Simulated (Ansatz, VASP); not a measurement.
**W in VASP and in Ansatz**

```xyz
4
Lattice="2.7358 0.0000 0.0000 -1.3679 2.3693 0.0000 0.0000 0.0000 10.2094" Properties=species:S:1:pos:R:3 pbc="T T T"
W     0.0000    1.5795    3.9027
W     1.3679    0.7898    9.0074
W     1.3679    0.7898    6.3067
W     0.0000    1.5795    1.2020
```

Alike in both runs: functional PBEsol; k mesh 9 × 9 × 2; occupations gaussian, width 0.1 eV; no spin polarisation.

Ansatz relaxed the structure, and its values are those at the end. VASP's run is a single point on that final structure, the one shown.

|  | VASP | Ansatz |
| --- | --- | --- |
| version | VASP 6.6.1 | Ansatz 0.2.0 |
| potentials or method | VASP PAW PBE potentials, release 64 (W_sv), cutoff 520 eV | scalar-relativistic, plane waves, PAW |
| valence electrons in the cell | 56 | 56 |

|  | VASP | Ansatz | Ansatz less VASP |
| --- | --- | --- | --- |
| gap on the k mesh at the Fermi level (eV) | none | none | - |
| pressure (GPa) | 1.0 | 0.3 | -0.69 |
| rms of the force components (eV/Å) | 0.016 | 0.015 | -0.0018 |

VASP's potentials were made for PBE, not for PBEsol. A gap of «none» marks a metal or a gap that the smearing closes. The functional is the same, so the differences come from potentials, cutoffs and numerics.

Neither program's run includes spin-orbit coupling.
